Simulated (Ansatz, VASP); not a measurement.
# Sb2Pt: VASP beside Ansatz

```
Pt Sb
1.0
     4.05999    0.00000    0.00000
    -2.02999    3.51605    0.00000
     0.00000    0.00000    5.22591
Pt Sb
1 2
Direct
  0.00000 0.00000 0.00000
  0.36177 0.72355 0.25841
  0.66667 0.33333 0.74159
```

Alike in both runs: task single point; functional PBE; k mesh 10 × 10 × 6; occupations gaussian, width 0.05 eV; no spin polarisation.

|  | VASP | Ansatz |
| --- | --- | --- |
| version | VASP 6.6.1 | Ansatz 0.2.0 |
| potentials or method | VASP PAW PBE potentials, release 64 (Pt, Sb), cutoff 520 eV | scalar-relativistic, plane waves, PAW |
| valence electrons in the cell | 20 | 48 |

|  | VASP | Ansatz | Ansatz less VASP |
| --- | --- | --- | --- |
| gap on the k mesh at the Fermi level (eV) | none | none | - |
| pressure (GPa) | 0.5 | 0.8 | +0.29 |
| traceless stress, the component that is largest in VASP (GPa) | -2.41 | -2.42 | -0.013 |
| rms of the force components (eV/Å) | 0.349 | 0.355 | +0.0053 |

Atom by atom the forces differ by 0.010 eV/Å (rms over components). A gap of «none» marks a metal or a gap that the smearing closes. The functional is the same, so the differences come from potentials, cutoffs and numerics. VASP's potentials hold 20 valence electrons a cell and Ansatz's 48, so a difference there can come from the potentials and not from the codes.

Neither program's run includes spin-orbit coupling.
